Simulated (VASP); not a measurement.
# ReOs3C (P1) in VASP: single point with PBE

Aim: the single point of ReOs3C with PBE.

Program: VASP 6.6.1. These are calculated values, not measurements. Logs are shortened: lines on timing, memory, paths and dates and some standing lists are left out, and cuts for length are marked.

## 1. The cell of the first run

The typed cell holds 5 atoms: a = 4.109 Å, b = 3.988 Å, c = 4.109 Å, α = 89.89°, β = 90.52°, γ = 90.13°.

## 2. Single point, PBE

File INCAR:

```
SYSTEM = ReOs3C
ALGO     = Normal         ! electronic algorithm
EDIFF    = 1E-6           ! SCF threshold, eV
ENCUT    = 520            ! plane-wave cutoff, eV
GGA      = PE             ! functional
ISIF     = 2              ! what is computed and relaxed
ISMEAR   = 0              ! smearing method
LASPH    = .TRUE.         ! aspherical terms in the spheres
LCHARG   = .TRUE.         ! write CHGCAR
LELF     = .TRUE.         ! ELF
LREAL    = .FALSE.        ! projectors in reciprocal space
LVHAR    = .TRUE.       
LWAVE    = .FALSE.        ! write WAVECAR
NBANDS   = 26             ! bands
NELM     = 80             ! most SCF steps
PREC     = Accurate       ! precision mode
SIGMA    = 0.1            ! smearing width, eV
```

File KPOINTS:

```
k-points
0
G
  6 6 6
  0 0 0
```

File POSCAR:

```
ReOs3C
1.0
    4.1086207510     -0.0037541477     -0.0183272013
   -0.0054994404      3.9878117232      0.0042452255
   -0.0189578529      0.0032881884      4.1092088341
Re Os C
1 3 1
Direct
    0.0036937525     -0.0002472497     -0.0040864589
   -0.0033623336      0.5014408761      0.5501601729
    0.5656391227     -0.0004540860      0.4343880833
    0.4499494134      0.5000920108      0.0034979333
    0.4840800450      0.4991684487      0.5160402695
```

Potentials or basis: VASP PAW PBE potentials, release 64 (Re, Os, C).

Command:

```
$ cat potpaw_PBE.64/Re/POTCAR potpaw_PBE.64/Os/POTCAR potpaw_PBE.64/C/POTCAR > POTCAR
$ mpirun -np 1 vasp_std > vasp.out
```

OUTCAR:

```text
SYSTEM = ReOs3C
   EDIFF = 1E-6
   ENCUT = 520
   GGA = PE
   ISIF = 2
   ISMEAR = 0
   LASPH = .TRUE.
   LREAL = .FALSE.
   NELM = 80
   PREC = Accurate

 ion  position               nearest neighbor table
   1  0.004  1.000  0.996-   3 2.56   2 2.71   4 2.71   2 2.71   4 2.71   3 2.91   3 2.92   2 3.02
                             4 3.02   4 3.03   2 3.03   3 3.28
   2  0.997  0.501  0.550-   5 2.01   5 2.11   4 2.62   3 2.70   1 2.71   3 2.71   1 2.71   4 2.93
                             4 2.93   1 3.02   1 3.03   3 3.10   3 3.12   4 3.16
   3  0.566  1.000  0.434-   5 2.05   5 2.05   1 2.56   2 2.70   4 2.71   4 2.71   2 2.71   1 2.91
                             1 2.92   2 3.10   4 3.11   4 3.12   2 3.12   1 3.28
   4  0.450  0.500  0.003-   5 2.01   5 2.11   2 2.62   3 2.71   3 2.71   1 2.71   1 2.71   2 2.93
                             2 2.93   1 3.02   1 3.03   3 3.11   3 3.12   2 3.16
   5  0.484  0.499  0.516-   2 2.01   4 2.01   3 2.05   3 2.05   2 2.11   4 2.11

  LATTYP: Found a triclinic cell.
 ALAT       =     5.7322851085
 B/A-ratio  =     0.6956768024
 C/A-ratio  =     1.0091121577
 COS(alpha) =     0.0003026886
 COS(beta)  =     0.5046934735
 COS(gamma) =     0.6973235606

  Lattice vectors:

 A1 = (  -4.1141201914,   3.9915658709,   0.0225724268)
 A2 = (  -0.0054994404,   3.9878117232,   0.0042452255)
 A3 = (  -4.0896628981,   0.0004659593,  -4.0908816328)

Analysis of symmetry for initial positions (statically):
=====================================================================
 Subroutine PRICEL returns:
 Original cell was already a primitive cell.

 Routine SETGRP: Setting up the symmetry group for a
 triclinic supercell.

 Subroutine GETGRP returns: Found  1 space group operations
 (whereof  1 operations were pure point group operations)
 out of a pool of  2 trial point group operations.

The static configuration has the point symmetry C_1 .

Analysis of symmetry for dynamics (positions and initial velocities):
=====================================================================
 Subroutine PRICEL returns:
 Original cell was already a primitive cell.

 Routine SETGRP: Setting up the symmetry group for a
 triclinic supercell.

 Subroutine GETGRP returns: Found  1 space group operations
 (whereof  1 operations were pure point group operations)
 out of a pool of  2 trial point group operations.

The dynamic configuration has the point symmetry C_1 .

 Subroutine INISYM returns: Found  1 space group operations
 (whereof  1 operations are pure point group operations),
 and found     1 'primitive' translations

----------------------------------------------------------------------------------------

                                     Primitive cell

  volume of cell :      67.3254

  direct lattice vectors                    reciprocal lattice vectors
     4.108620751 -0.003754148 -0.018327201     0.243395994  0.000334463  0.001122641
    -0.005499440  3.987811723  0.004245225     0.000228239  0.250764623 -0.000199609
    -0.018957853  0.003288188  4.109208834     0.001085318 -0.000257573  0.243361061

  length of vectors
     4.108663342  3.987817775  4.109253881     0.243398813  0.250764806  0.243363618

  position of ions in fractional coordinates (direct lattice)
     0.003693752  0.999752750  0.995913541
     0.996637666  0.501440876  0.550160173
     0.565639123  0.999545914  0.434388083
     0.449949413  0.500092011  0.003497933
     0.484080045  0.499168449  0.516040270

  ion indices of the primitive-cell ions
   primitive index   ion index
                 1           1
                 2           2
                 3           3
                 4           4
                 5           5

----------------------------------------------------------------------------------------

 KPOINTS: k-points

Automatic generation of k-mesh.
 Grid dimensions read from file:
 generate k-points for:    6    6    6

 Generating k-lattice:

  Cartesian coordinates                     Fractional coordinates (reciprocal lattice)
     0.040565999  0.000055744  0.000187107     0.166666667  0.000000000  0.000000000
     0.000038040  0.041794104 -0.000033268    -0.000000000  0.166666667  0.000000000
     0.000180886 -0.000042929  0.040560177    -0.000000000  0.000000000  0.166666667

  Length of vectors
     0.040566469  0.041794134  0.040560603

  Shift w.r.t. Gamma in fractional coordinates (k-lattice)
     0.000000000  0.000000000  0.000000000

 Subroutine IBZKPT returns following result:
 ===========================================

 Found    112 irreducible k-points:

 Following reciprocal coordinates:
            Coordinates               Weight
  0.000000  0.000000  0.000000      1.000000
  0.166667  0.000000 -0.000000      2.000000
  0.333333 -0.000000 -0.000000      2.000000
  0.500000  0.000000  0.000000      1.000000
  0.000000  0.166667  0.000000      2.000000
  0.166667  0.166667 -0.000000      2.000000
[... 16 lines left out ...]
  0.333333 -0.000000  0.166667      2.000000
  0.500000  0.000000  0.166667      2.000000
 [... further k-points ...]
   k-points           NKPTS =    112   k-points in BZ     NKDIM =    112   number of bands    NBANDS=     26
   number of dos      NEDOS =    301   number of ions     NIONS =      5
   total plane-waves  NPLWV =  30720
   dimension x,y,z NGX =    32 NGY =   30 NGZ =   32
   dimension x,y,z NGXF=    64 NGYF=   60 NGZF=   64
   ions per type =               1   3   1
   NGX,Y,Z   is equivalent  to a cutoff of  12.95, 12.51, 12.95 a.u.
   NGXF,Y,Z  is equivalent  to a cutoff of  25.90, 25.01, 25.89 a.u.
 SYSTEM =  ReOs3C
   PREC   = accura    normal or accurate (medium, high low for compatibility)
   ISTART =      0    job   : 0-new  1-cont  2-samecut
   ICHARG =      2    charge: 1-file 2-atom 10-const
   ISPIN  =      1    spin polarized calculation?
   LNONCOLLINEAR =      F non collinear calculations
   LSORBIT =      F    spin-orbit coupling
   LASPH  =      T    aspherical Exc in radial PAW
   ENCUT  =  520.0 eV  38.22 Ry    6.18 a.u.   7.64  7.41  7.64*2*pi/ulx,y,z
   NELM   =     80;   NELMIN=  2; NELMDL= -5     # of ELM steps
   EDIFF  = 0.1E-05   stopping-criterion for ELM
   LREAL  =      F    real-space projection
   EDIFFG = 0.1E-04   stopping-criterion for IOM
   NSW    =      0    number of steps for IOM
   IBRION =     -1    ionic relax: 0-MD 1-quasi-New 2-CG
   NFREE  =      0    steps in history (QN), initial steepest desc. (CG)
   ISIF   =      2    stress and relaxation
   ISYM   =      2    0-nonsym 1-usesym 2-fastsym
   POTIM  = 0.5000    time-step for ionic-motion
   TEBEG  =    0.0;   TEEND  =   0.0 temperature during run
   PSTRESS=    0.0 pullay stress
   NELECT =      35.0000    total number of electrons
   NUPDOWN=      -1.0000    fix difference up-down
   EMIN   =  10.00;   EMAX   =-10.00  energy-range for DOS
   EFERMI =   0.00;   METHOD = LEGACY
   ISMEAR =     0;   SIGMA  =   0.10  broadening in eV -4-tet -1-fermi 0-gaus
   EFERMI_NEDOS =   21; number of points for ismear=-14 and -15
   IALGO  =     38    algorithm
   IMIX   =      4    mixing-type and parameters
     AMIX     =   0.40;   BMIX     =  1.00
     AMIX_MAG =   1.60;   BMIX_MAG =  1.00
  volume/ion in A,a.u.               =      13.47        90.87
  Fermi-wavevector in a.u.,A,eV,Ry     =   1.316349  2.487540 23.575843  1.732776
  Thomas-Fermi vector in A             =   2.446468
   LORBIT       =      0    0 simple, 1 ext, 2 COOP (PROOUT), +10 PAW based schemes
   GGA     = PE    functional components
   LHFCALC =     F    Hartree Fock is set to
   AEXX    =    0.0000 exact exchange contribution
   IVDW    =     0    specifies the selected vdW correction
   LEPSILON=     F    determine dielectric tensor
   LRPA    =     F    only Hartree local field effects (RPA)
 non-spin polarized calculation
 Gauss-broadening in eV      SIGMA  =   0.10
  energy-cutoff  :      520.00
  volume of cell :       67.33
 maximum number of plane-waves:      1832
 NGX is ok and might be reduce to    32
   NGX = 15   NGY = 15   NGZ = 15

 number of electron      34.9999998 magnetization

 Free energy of the ion-electron system (eV)
  ---------------------------------------------------
  ext. energy  EPLUGINS =         0.00000000
  ---------------------------------------------------
  free energy    TOTEN  =       -52.31725333 eV

  energy without entropy =      -52.29510286  energy(sigma->0) =      -52.30617810

 E-fermi :   8.5827     XC(G=0): -13.4069

 val. band max:        8.5712256960   @ k =  -0.0000   0.3333   0.0000
 cond. band min:       8.5876442509   @ k =   0.1667   0.5000   0.3333
 fundamental gap:      0.0164185548
 Fermi energy:         8.5826842042

 k-point     1 :       0.0000    0.0000    0.0000
  band No.  band energies     occupation
      1      -6.9583      2.00000
      2      -0.2029      2.00000
      3       1.8873      2.00000
      4       2.0185      2.00000
      5       2.1352      2.00000
      6       2.5100      2.00000
[... 18 lines left out ...]
     25      13.1167      0.00000
     26      13.8066      0.00000

 k-point     2 :       0.1667    0.0000   -0.0000
  band No.  band energies     occupation
      1      -6.7259      2.00000
      2       0.0596      2.00000
      3       1.9629      2.00000
      4       1.9974      2.00000
      5       2.1628      2.00000
      6       2.6016      2.00000
[... 18 lines left out ...]
     25      13.0929      0.00000
     26      13.9473      0.00000

 k-point     3 :       0.3333   -0.0000   -0.0000
  band No.  band energies     occupation
      1      -6.1690      2.00000
      2       0.3320      2.00000
      3       1.4342      2.00000
      4       1.9773      2.00000
      5       2.1975      2.00000
      6       2.8533      2.00000
[... 18 lines left out ...]
     25      13.4662      0.00000
     26      14.4709      0.00000

 k-point     4 :       0.5000    0.0000    0.0000
  band No.  band energies     occupation
      1      -5.8174      2.00000
      2      -0.1742      2.00000
      3       1.9055      2.00000
      4       2.0250      2.00000
      5       2.1225      2.00000
      6       2.9580      2.00000
[... 18 lines left out ...]
     25      13.5791      0.00000
     26      14.8805      0.00000

 k-point     5 :       0.0000    0.1667    0.0000
  band No.  band energies     occupation
      1      -6.7338      2.00000
      2       0.0548      2.00000
      3       1.7823      2.00000
      4       2.2051      2.00000
      5       2.2890      2.00000
      6       2.6296      2.00000
[... 18 lines left out ...]
     25      13.8334      0.00000
     26      14.3339      0.00000

 k-point     6 :       0.1667    0.1667   -0.0000
  band No.  band energies     occupation
      1      -6.5019      2.00000
      2       0.3039      2.00000
      3       1.6637      2.00000
      4       2.1333      2.00000
      5       2.3513      2.00000
      6       2.5266      2.00000
[... 427 lines left out ...]
 k-point    21 :       0.0000   -0.0000    0.1667
  band No.  band energies     occupation
      1      -6.7261      2.00000
      2       0.0595      2.00000
      3       1.9638      2.00000
      4       1.9973      2.00000
      5       2.1620      2.00000
      6       2.6018      2.00000
[... 18 lines left out ...]
     25      13.0920      0.00000
     26      13.9513      0.00000

 k-point    22 :       0.1667   -0.0000    0.1667
  band No.  band energies     occupation
      1      -6.4833      2.00000
      2       0.3217      2.00000
      3       1.7431      2.00000
      4       1.7847      2.00000
      5       2.0414      2.00000
      6       2.5351      2.00000
[... 18 lines left out ...]
     25      13.0282      0.00000
     26      13.9547      0.00000

 k-point    23 :       0.3333   -0.0000    0.1667
  band No.  band energies     occupation
      1      -5.9219      2.00000
      2       0.2535      2.00000
      3       1.3743      2.00000
      4       1.7606      2.00000
      5       1.9394      2.00000
      6       2.9243      2.00000
[... 18 lines left out ...]
     25      13.2496      0.00000
     26      14.7237      0.00000

 k-point    24 :       0.5000    0.0000    0.1667
  band No.  band energies     occupation
      1      -5.5830      2.00000
      2      -0.2730      2.00000
      3       1.6732      2.00000
      4       1.8862      2.00000
      5       2.1080      2.00000
      6       2.9162      2.00000
[... 18 lines left out ...]
     25      13.2413      0.00000
     26      14.6579      0.00000

 [... further k-points ...]
[... 5 lines left out ...]
  --------------------------------------------------------------------------------------
  -------------------------------------------------------------------------------------
  Total        0.4477578      0.4372202      0.4376418     -0.0096112     -0.0031613      0.0219173
  in kB       10.6555205     10.4047515     10.4147863     -0.2287226     -0.0752321      0.5215763
  external PRESSURE =      10.4916861 kB  Pullay stress =       0.0000000 kB

 VOLUME and BASIS-vectors are now :
 -----------------------------------------------------------------------------
  energy-cutoff  :      520.00
  volume of cell :       67.33
      direct lattice vectors                 reciprocal lattice vectors
     4.108620751 -0.003754148 -0.018327201     0.243395994  0.000334463  0.001122641
    -0.005499440  3.987811723  0.004245225     0.000228239  0.250764623 -0.000199609
    -0.018957853  0.003288188  4.109208834     0.001085318 -0.000257573  0.243361061

 POSITION                                       TOTAL-FORCE (eV/Angst)
 -----------------------------------------------------------------------------------
     -0.00920      3.99009      4.09659        -0.007591      0.000998      0.008919
      4.08162      1.99772      2.24459        -0.048866     -0.001126      0.053600
      2.31026      3.98531      1.77887         0.077782     -0.000336     -0.079252
      1.84585      1.99260      0.00825        -0.054221      0.003283      0.049772
      1.97637      1.99047      2.11376         0.032895     -0.002820     -0.033039
 -----------------------------------------------------------------------------------
    total drift:                               -0.000381      0.000042      0.000383

  FREE ENERGIE OF THE ION-ELECTRON SYSTEM (eV)
  ---------------------------------------------------
  free  energy   TOTEN  =       -52.3172533256 eV

  energy  without entropy=      -52.2951028645  energy(sigma->0) =      -52.30617810
```

Run time: 83 s. Hardware: 1 thread of Intel Xeon 6975P-C (Granite Rapids), shared host; peak memory 0.32 GiB.

Results:

```
Free energy   : -52.3173 eV
Pressure      : 1.0 GPa
Largest force : 0.111 eV/Å
```

Forces on the atoms (eV/Å):
```
Re  -0.008  0.001  0.009
Os  -0.049 -0.001  0.054
Os   0.078  0.000 -0.079
Os  -0.054  0.003  0.050
C    0.033 -0.003 -0.033
```

Levels at points of the mesh, in eV from the Fermi level:
```
           k point  band 15  band 16  band 17  band 18  band 19  band 20  band 21  band 22
(0.00, 0.00, 0.00)    -0.45     0.14     0.35     1.35     1.48     1.70     1.80     2.38
(0.50, 0.00, 0.00)    -1.95    -0.91    -0.86    -0.48     0.70     1.08     1.09     1.45
(0.00, 0.50, 0.00)    -1.45    -1.25    -1.23    -0.68    -0.03     0.06     1.02     1.04
(0.50, 0.50, 0.00)    -1.60    -1.28    -1.25    -0.61    -0.60     0.47     1.39     1.65
(0.00, 0.00, 0.50)    -1.95    -0.91    -0.86    -0.48     0.70     1.08     1.09     1.45
(0.50, 0.00, 0.50)    -1.85    -1.68    -0.54    -0.51    -0.36     0.84     0.90     1.93
(0.00, 0.50, 0.50)    -1.60    -1.28    -1.25    -0.61    -0.60     0.47     1.39     1.66
(0.50, 0.50, 0.50)    -0.93    -0.92     0.41     0.61     0.74     0.76     0.86     1.32
```

Caveat: spin-orbit coupling is left out, which moves the levels of the heavy elements.
